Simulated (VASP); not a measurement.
# LiH (Fm-3m) in VASP: notebook, part 2 of 3

VASP 6.6.1.

### Step 3. Single point, HSE06

Input file POSCAR:

```
LiH
1.0
    0.0000000000      2.0029948335      2.0029948335
    2.0029948335      0.0000000000      2.0029948335
    2.0029948335      2.0029948335      0.0000000000
Li H
1 1
Direct
    0.0000000000      0.0000000000      0.0000000000
    0.5000000000      0.5000000000      0.5000000000
```

Input file INCAR.step1:

```
SYSTEM = LiH
  PREC = Accurate
  ENCUT = 520
  EDIFF = 1E-5
  ISMEAR = 0
  SIGMA = 0.01
  LREAL = .False.
  LASPH = .True.
  NELM = 100
  ALGO = Normal
  ISIF = 2
  LWAVE = .True.
  LCHARG = .False.
  NBANDS = 9
  GGA = PE
```

Input file INCAR.step2:

```
SYSTEM = LiH
  PREC = Accurate
  ENCUT = 520
  EDIFF = 1E-7
  ISMEAR = 0
  SIGMA = 0.01
  LREAL = .False.
  LASPH = .True.
  NELM = 100
  ALGO = Normal
  ISIF = 2
  LWAVE = .False.
  LCHARG = .False.
  GGA = PE
  LHFCALC = .True.
  HFSCREEN = 0.2079
  PRECFOCK = Normal
  NBANDS = 9
  ISTART = 1
```

Input file KPOINTS:

```
Automatic mesh
0
Gamma
  6 6 6
  0 0 0
```

Potentials or basis: VASP PAW PBE potentials, release 64 (Li_sv, H).

Launch:

```
$ cat potpaw_PBE.64/Li_sv/POTCAR potpaw_PBE.64/H/POTCAR > POTCAR
$ cp INCAR.step1 INCAR
$ mpirun -np 1 vasp_std > vasp.out
$ cp INCAR.step2 INCAR
$ mpirun -np 1 vasp_std > vasp.out
```

OUTCAR:

```text
SYSTEM = LiH
   PREC = Accurate
   ENCUT = 520
   EDIFF = 1E-7
   ISMEAR = 0
   LREAL = .False.
   LASPH = .True.
   NELM = 100
   ISIF = 2
   GGA = PE
   LHFCALC = .True.
   HFSCREEN = 0.2079
   PRECFOCK = Normal
   ISTART = 1

 ion  position               nearest neighbor table
   1  0.000  0.000  0.000-
   2  0.500  0.500  0.500-

  LATTYP: Found a face centered cubic cell.
 ALAT       =     4.0059896670

  Lattice vectors:

 A1 = (   0.0000000000,   2.0029948335,   2.0029948335)
 A2 = (   2.0029948335,   0.0000000000,   2.0029948335)
 A3 = (   2.0029948335,   2.0029948335,   0.0000000000)

Analysis of symmetry for initial positions (statically):
=====================================================================
 Subroutine PRICEL returns:
 Original cell was already a primitive cell.

 Routine SETGRP: Setting up the symmetry group for a
 face centered cubic supercell.

 Subroutine GETGRP returns: Found 48 space group operations
 (whereof 48 operations were pure point group operations)
 out of a pool of 48 trial point group operations.

The static configuration has the point symmetry O_h .

Analysis of symmetry for dynamics (positions and initial velocities):
=====================================================================
 Subroutine PRICEL returns:
 Original cell was already a primitive cell.

 Routine SETGRP: Setting up the symmetry group for a
 face centered cubic supercell.

 Subroutine GETGRP returns: Found 48 space group operations
 (whereof 48 operations were pure point group operations)
 out of a pool of 48 trial point group operations.

The dynamic configuration has the point symmetry O_h .

 Subroutine INISYM returns: Found 48 space group operations
[... 114 lines left out ...]
   LHFCALC =     T    Hartree Fock is set to
   PRECFOCK=normal    Normal, Fast or Accurate (Low or Medium for compatibility)
   ENCUT4O =  -1.0   cutoff for four orbital integrals eV
   NKREDX  =     1    reduce k-point grid by
   NKREDY  =     1    reduce k-point grid by
   NKREDZ  =     1    reduce k-point grid by
   AEXX    =    0.2500 exact exchange contribution
   HFSCREEN=    0.2079 screening length (either q_TF or 0.3 A-1)
   HFSCREENC=   0.2079 screening length for correlation (either q_TF or 0.3 A-1)
   ENCUTFOCK=  -1.0 apply spherical cutoff to Coloumb kernel
   IVDW    =     0    specifies the selected vdW correction
   LEPSILON=     F    determine dielectric tensor
   LRPA    =     F    only Hartree local field effects (RPA)
 non-spin polarized calculation
 Gauss-broadening in eV      SIGMA  =   0.01
  energy-cutoff  :      520.00
  volume of cell :       16.07
 maximum number of plane-waves:       444
 NGX is ok and might be reduce to    24
  NGX = 16; NGY = 16; NGZ = 16

 number of electron       3.9999995 magnetization

 Free energy of the ion-electron system (eV)
  ---------------------------------------------------
  ext. energy  EPLUGINS =         0.00000000
  ---------------------------------------------------
  free energy    TOTEN  =        -6.78589603 eV

  energy without entropy =       -6.78589603  energy(sigma->0) =       -6.78589603

 E-fermi :  -0.3346     XC(G=0):  -7.1276

 val. band max:       -0.5907618345   @ k =   0.5000   0.5000   0.0000
 cond. band min:       3.3797953977   @ k =   0.5000   0.5000   0.0000
 fundamental gap:      3.9705572322
 Fermi energy:        -0.3346279774

 k-point     1 :       0.0000    0.0000    0.0000
  band No.  band energies     occupation
      1     -47.8762      2.00000
      2      -6.6708      2.00000
      3      17.3837      0.00000
      4      18.8946      0.00000
      5      18.8946      0.00000
      6      18.8946      0.00000
      7      23.5065      0.00000
      8      23.5065      0.00000
      9      23.5065      0.00000
[... 169 lines left out ...]
 k-point    16 :      -0.3333    0.5000    0.1667
  band No.  band energies     occupation
      1     -47.8108      2.00000
      2      -0.7736      2.00000
      3       4.4593      0.00000
      4       7.6243      0.00000
      5      12.3388      0.00000
      6      18.6096      0.00000
      7      20.6888      0.00000
      8      29.8605      0.00000
      9      30.4024      0.00000

------------------------ aborting loop because EDIFF is reached ----------------------------------------

  FORCE on cell =-STRESS in cart. coord.  units (eV):
  Direction    XX          YY          ZZ          XY          YZ          ZX
  --------------------------------------------------------------------------------------
  -------------------------------------------------------------------------------------
  Total       -0.0635753     -0.0635753     -0.0635753     -0.0000000      0.0000000      0.0000000
  in kB       -6.3376676     -6.3376676     -6.3376676     -0.0000000      0.0000000      0.0000000
  external PRESSURE =      -6.3376676 kB  Pullay stress =       0.0000000 kB

 VOLUME and BASIS-vectors are now :
 -----------------------------------------------------------------------------
  energy-cutoff  :      520.00
  volume of cell :       16.07
      direct lattice vectors                 reciprocal lattice vectors
     0.000000000  2.002994833  2.002994833    -0.249626206  0.249626206  0.249626206
     2.002994833  0.000000000  2.002994833     0.249626206 -0.249626206  0.249626206
     2.002994833  2.002994833  0.000000000     0.249626206  0.249626206 -0.249626206

 POSITION                                       TOTAL-FORCE (eV/Angst)
 -----------------------------------------------------------------------------------
      0.00000      0.00000      0.00000         0.000000      0.000000      0.000000
      2.00299      2.00299      2.00299        -0.000000     -0.000000     -0.000000
 -----------------------------------------------------------------------------------
    total drift:                                0.000000      0.000000      0.000000

  FREE ENERGIE OF THE ION-ELECTRON SYSTEM (eV)
  ---------------------------------------------------
  free  energy   TOTEN  =        -6.7858960319 eV

  energy  without entropy=       -6.7858960319  energy(sigma->0) =       -6.78589603
```

OUTCAR.step1:

```text
SYSTEM = LiH
   PREC = Accurate
   ENCUT = 520
   EDIFF = 1E-5
   ISMEAR = 0
   LREAL = .False.
   LASPH = .True.
[... 403 lines left out ...]
      0.00000      0.00000      0.00000         0.000000      0.000000     -0.000000
      2.00299      2.00299      2.00299        -0.000000     -0.000000      0.000000
 -----------------------------------------------------------------------------------
    total drift:                                0.000000     -0.000000     -0.000000

  FREE ENERGIE OF THE ION-ELECTRON SYSTEM (eV)
  ---------------------------------------------------
  free  energy   TOTEN  =        -6.1260689155 eV

  energy  without entropy=       -6.1260689155  energy(sigma->0) =       -6.12606892
```

Run time: 52 s. Hardware: 1 thread of Intel Xeon Platinum 8488C (Sapphire Rapids), shared host; peak memory 0.23 GiB.

What came out:

```yaml
Free_energy: -6.7859 eV
Band_gap_on_the_k_mesh: 3.97 eV
```

Caveat: the k points lie up to 0.45 Å⁻¹ apart; the cutoff is under 1.25 times the usual one of these potentials, so pressure, stress and relaxed cells hold a basis-set (Pulay) error; the PAW data sets were made with another functional, which shifts forces and pressure a little. A k mesh can miss the band edges.

### Step 4. Single point, PBE-based screened hybrid with 30 % exact exchange

POSCAR is that of step 3.

Input file INCAR.step1:

```
PREC = Accurate
ENCUT = 520
EDIFF = 1E-5
ISMEAR = 0
SIGMA = 0.01
LREAL = False
LASPH = True
NELM = 60
ALGO = Normal
ISIF = 2
LWAVE = True
LCHARG = False
GGA = PE
NBANDS = 9
```

Input file INCAR.step2:

```
PREC = Accurate
ENCUT = 520
EDIFF = 1E-7
ISMEAR = 0
SIGMA = 0.01
LREAL = False
LASPH = True
NELM = 60
ALGO = Normal
ISIF = 2
LWAVE = False
LCHARG = False
GGA = PE
LHFCALC = True
AEXX = 0.3
HFSCREEN = 0.2078
PRECFOCK = Normal
ISTART = 1
NBANDS = 9
```

Input file KPOINTS:

```
Automatic mesh
0
Gamma
  6 6 6
```

Potentials or basis: VASP PAW PBE potentials, release 64 (Li_sv, H).

Launch:

```
$ cat potpaw_PBE.64/Li_sv/POTCAR potpaw_PBE.64/H/POTCAR > POTCAR
$ cp INCAR.step1 INCAR
$ mpirun -np 1 vasp_std > vasp.out
$ cp INCAR.step2 INCAR
$ mpirun -np 1 vasp_std > vasp.out
```

OUTCAR:

```text
PREC = Accurate
   ENCUT = 520
   EDIFF = 1E-7
   ISMEAR = 0
   LREAL = False
   LASPH = True
   NELM = 60
   ISIF = 2
   GGA = PE
   LHFCALC = True
   AEXX = 0.3
   HFSCREEN = 0.2078
   PRECFOCK = Normal
   ISTART = 1

 ion  position               nearest neighbor table
   1  0.000  0.000  0.000-
   2  0.500  0.500  0.500-

  LATTYP: Found a face centered cubic cell.
 ALAT       =     4.0059896670

  Lattice vectors:

 A1 = (   0.0000000000,   2.0029948335,   2.0029948335)
 A2 = (   2.0029948335,   0.0000000000,   2.0029948335)
 A3 = (   2.0029948335,   2.0029948335,   0.0000000000)

Analysis of symmetry for initial positions (statically):
=====================================================================
 Subroutine PRICEL returns:
 Original cell was already a primitive cell.

 Routine SETGRP: Setting up the symmetry group for a
 face centered cubic supercell.

 Subroutine GETGRP returns: Found 48 space group operations
 (whereof 48 operations were pure point group operations)
 out of a pool of 48 trial point group operations.

The static configuration has the point symmetry O_h .

Analysis of symmetry for dynamics (positions and initial velocities):
=====================================================================
 Subroutine PRICEL returns:
 Original cell was already a primitive cell.

 Routine SETGRP: Setting up the symmetry group for a
 face centered cubic supercell.

 Subroutine GETGRP returns: Found 48 space group operations
 (whereof 48 operations were pure point group operations)
 out of a pool of 48 trial point group operations.

The dynamic configuration has the point symmetry O_h .

 Subroutine INISYM returns: Found 48 space group operations
 (whereof 48 operations are pure point group operations),
[... 115 lines left out ...]
   ENCUT4O =  -1.0   cutoff for four orbital integrals eV
   NKREDX  =     1    reduce k-point grid by
   NKREDY  =     1    reduce k-point grid by
   NKREDZ  =     1    reduce k-point grid by
   AEXX    =    0.3000 exact exchange contribution
   HFSCREEN=    0.2078 screening length (either q_TF or 0.3 A-1)
   HFSCREENC=   0.2078 screening length for correlation (either q_TF or 0.3 A-1)
   ENCUTFOCK=  -1.0 apply spherical cutoff to Coloumb kernel
   IVDW    =     0    specifies the selected vdW correction
   LEPSILON=     F    determine dielectric tensor
   LRPA    =     F    only Hartree local field effects (RPA)
 non-spin polarized calculation
 Gauss-broadening in eV      SIGMA  =   0.01
  energy-cutoff  :      520.00
  volume of cell :       16.07
 maximum number of plane-waves:       444
 NGX is ok and might be reduce to    24
  NGX = 16; NGY = 16; NGZ = 16

 number of electron       3.9999995 magnetization

 Free energy of the ion-electron system (eV)
  ---------------------------------------------------
  ext. energy  EPLUGINS =         0.00000000
  ---------------------------------------------------
  free energy    TOTEN  =        -6.92073458 eV

  energy without entropy =       -6.92073458  energy(sigma->0) =       -6.92073458

 E-fermi :  -0.5386     XC(G=0):  -6.8501

 val. band max:       -0.7351546903   @ k =   0.5000   0.5000   0.0000
 cond. band min:       3.4418890914   @ k =   0.5000   0.5000   0.0000
 fundamental gap:      4.1770437816
 Fermi energy:        -0.5385692459

 k-point     1 :       0.0000    0.0000    0.0000
  band No.  band energies     occupation
      1     -48.6165      2.00000
      2      -6.9387      2.00000
      3      17.6113      0.00000
      4      19.0687      0.00000
      5      19.0687      0.00000
      6      19.0687      0.00000
      7      23.6610      0.00000
      8      23.6610      0.00000
      9      23.6610      0.00000
[... 169 lines left out ...]
 k-point    16 :      -0.3333    0.5000    0.1667
  band No.  band energies     occupation
      1     -48.5503      2.00000
      2      -0.9189      2.00000
      3       4.5324      0.00000
      4       7.7244      0.00000
      5      12.4707      0.00000
      6      18.7973      0.00000
      7      20.8371      0.00000
      8      30.0237      0.00000
      9      30.6275      0.00000

------------------------ aborting loop because EDIFF is reached ----------------------------------------

  FORCE on cell =-STRESS in cart. coord.  units (eV):
  Direction    XX          YY          ZZ          XY          YZ          ZX
  --------------------------------------------------------------------------------------
  -------------------------------------------------------------------------------------
  Total       -0.0739009     -0.0739009     -0.0739009      0.0000000      0.0000000     -0.0000000
  in kB       -7.3670073     -7.3670073     -7.3670073      0.0000000      0.0000000     -0.0000000
  external PRESSURE =      -7.3670073 kB  Pullay stress =       0.0000000 kB

 VOLUME and BASIS-vectors are now :
 -----------------------------------------------------------------------------
  energy-cutoff  :      520.00
  volume of cell :       16.07
      direct lattice vectors                 reciprocal lattice vectors
     0.000000000  2.002994833  2.002994833    -0.249626206  0.249626206  0.249626206
     2.002994833  0.000000000  2.002994833     0.249626206 -0.249626206  0.249626206
     2.002994833  2.002994833  0.000000000     0.249626206  0.249626206 -0.249626206

 POSITION                                       TOTAL-FORCE (eV/Angst)
 -----------------------------------------------------------------------------------
      0.00000      0.00000      0.00000        -0.000000      0.000000     -0.000000
      2.00299      2.00299      2.00299         0.000000     -0.000000      0.000000
 -----------------------------------------------------------------------------------
    total drift:                                0.000000      0.000000      0.000000

  FREE ENERGIE OF THE ION-ELECTRON SYSTEM (eV)
  ---------------------------------------------------
  free  energy   TOTEN  =        -6.9207345779 eV

  energy  without entropy=       -6.9207345779  energy(sigma->0) =       -6.92073458
```

OUTCAR.step1:

```text
PREC = Accurate
   ENCUT = 520
   EDIFF = 1E-5
   ISMEAR = 0
   LREAL = False
[... 404 lines left out ...]
      0.00000      0.00000      0.00000         0.000000      0.000000     -0.000000
      2.00299      2.00299      2.00299        -0.000000     -0.000000      0.000000
 -----------------------------------------------------------------------------------
    total drift:                                0.000000     -0.000000     -0.000000

  FREE ENERGIE OF THE ION-ELECTRON SYSTEM (eV)
  ---------------------------------------------------
  free  energy   TOTEN  =        -6.1260689155 eV

  energy  without entropy=       -6.1260689155  energy(sigma->0) =       -6.12606892
```

OSZICAR.step1:

```text
N       E                     dE             d eps       ncg     rms          rms(c)
DAV:   1    -0.249639776068E+01   -0.24964E+01   -0.14942E+03   304   0.404E+02
DAV:   2    -0.630148876316E+01   -0.38051E+01   -0.37860E+01   387   0.503E+01
DAV:   3    -0.636893931671E+01   -0.67451E-01   -0.67433E-01   339   0.552E+00
DAV:   4    -0.636934935846E+01   -0.41004E-03   -0.41003E-03   372   0.396E-01
DAV:   5    -0.636935296911E+01   -0.36107E-05   -0.36106E-05   350   0.275E-02    0.288E+00
DAV:   6    -0.618604599480E+01    0.18331E+00   -0.15012E-01   327   0.120E+00    0.144E+00
DAV:   7    -0.612435990873E+01    0.61686E-01   -0.19409E-01   323   0.153E+00    0.219E-01
DAV:   8    -0.612613529674E+01   -0.17754E-02   -0.41904E-03   343   0.433E-01    0.406E-02
DAV:   9    -0.612607443482E+01    0.60862E-04   -0.14369E-04   372   0.469E-02    0.628E-03
DAV:  10    -0.612606891549E+01    0.55193E-05   -0.52464E-06   236   0.163E-02
   1 F= -.61260689E+01 E0= -.61260689E+01  d E =-.502818E-14
```

Wall time 53 s (1 thread of Intel Xeon Platinum 8488C (Sapphire Rapids), shared host); peak memory 0.23 GiB.

What came out:

```yaml
Free_energy: -6.9207 eV
Band_gap_on_the_k_mesh: 4.18 eV
```

Caveat: the k points lie up to 0.45 Å⁻¹ apart; the cutoff is under 1.25 times the usual one of these potentials, so pressure, stress and relaxed cells hold a basis-set (Pulay) error; the PAW data sets were made with another functional, which shifts forces and pressure a little. A k mesh can miss the band edges.

(Part 2 of 3 ends here.)
